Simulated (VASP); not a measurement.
Write the native input for VASP 6.6.1 that does the following.

```
Task                   : single point
Functional             : PBE
Potentials or basis    : VASP PAW PBE potentials, release 64 (Mg, I)
Cutoff                 : 520 eV
k mesh                 : 6 × 6 × 4
Occupations            : gaussian, width 0.02 eV
Spin                   : no spin polarisation
Dipole correction      : no
Further INCAR settings : ALGO = Normal; EDIFF = 1e-07; NBANDS = 15
```

The structure of MgI2 lies in POSCAR:

```
MgI2
1.0
    4.2076333309      0.0000000000      0.0000000000
   -2.1038166655      3.6439173544      0.0000000000
    0.0000000000      0.0000000000      7.8739095845
Mg I
1 2
Direct
    0.0000000000      0.0000000000      0.0000000000
    0.3333333333      0.6666666667      0.7875523345
    0.6666666667      0.3333333333      0.2124476655
```

The input as run:

INCAR

```
PREC = Accurate
ENCUT = 520
EDIFF = 1E-7
ISMEAR = 0
SIGMA = 0.02
LREAL = False
LASPH = True
NELM = 60
ALGO = Normal
ISIF = 2
LWAVE = False
LCHARG = True
GGA = PE
LELF = True
LVHAR = True
NBANDS = 15
```

KPOINTS

```
regular mesh
0
Gamma
  6 6 4
```

Potentials or basis: VASP PAW PBE potentials, release 64 (Mg, I).

The run is started by

```bash
$ cat potpaw_PBE.64/Mg/POTCAR potpaw_PBE.64/I/POTCAR > POTCAR
$ mpirun -np 1 vasp_std > vasp.out
```

It gave:

The pressure is 0.0 GPa, the largest force is 0.010 eV/Å and the band gap on the k mesh is 3.61 eV (least direct gap 3.71 eV).

Caveat: spin-orbit coupling is left out, which moves the levels of the heavy elements; this functional lacks dispersion, which binds the layers, so the pressure and a relaxed spacing across them are unreliable.

It took 41 s on 1 thread of Intel(R) Xeon(R) Platinum 8259CL CPU @ 2.50GHz (Skylake/Cascade Lake) (shared host), peak memory 0.25 GiB.
